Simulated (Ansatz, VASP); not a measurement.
# Au in VASP and in Ansatz

```
Au
1.0
    -1.68213    1.68213    1.68213
     1.68213   -1.68213    1.68213
     1.68213    1.68213   -1.68213
Au
1
Direct
  0.00000 0.00000 0.00000
```

Change from the starting cell: strain +0.015 along x and y, +0.015 along z, atoms carried along.

Alike in both runs: task single point; functional r2SCAN; k mesh 20 × 20 × 20; occupations gaussian, width 0.15 eV; no spin polarisation.

|  | VASP | Ansatz |
| --- | --- | --- |
| version | VASP 6.6.1 | Ansatz 0.2.0 |
| potentials or method | VASP PAW PBE potentials, release 64 (Au), cutoff 520 eV | scalar-relativistic, plane waves, PAW |
| valence electrons in the cell | 11 | 19 |

Ansatz gave:

| Quantity | Value |
| --- | --- |
| gap on the k mesh at the Fermi level (eV) | none |
| pressure (GPa) | -9.4 |

Question: Estimate VASP's values.

Answer: gap on the k mesh at the Fermi level (eV): none; pressure (GPa): -9.2.

VASP's potentials were made for PBE, not for r2SCAN. A gap of «none» marks a metal or a gap that the smearing closes. VASP's potentials hold 11 valence electrons a cell and Ansatz's 19, so a difference there can come from the potentials and not from the codes.

Neither program's run includes spin-orbit coupling.
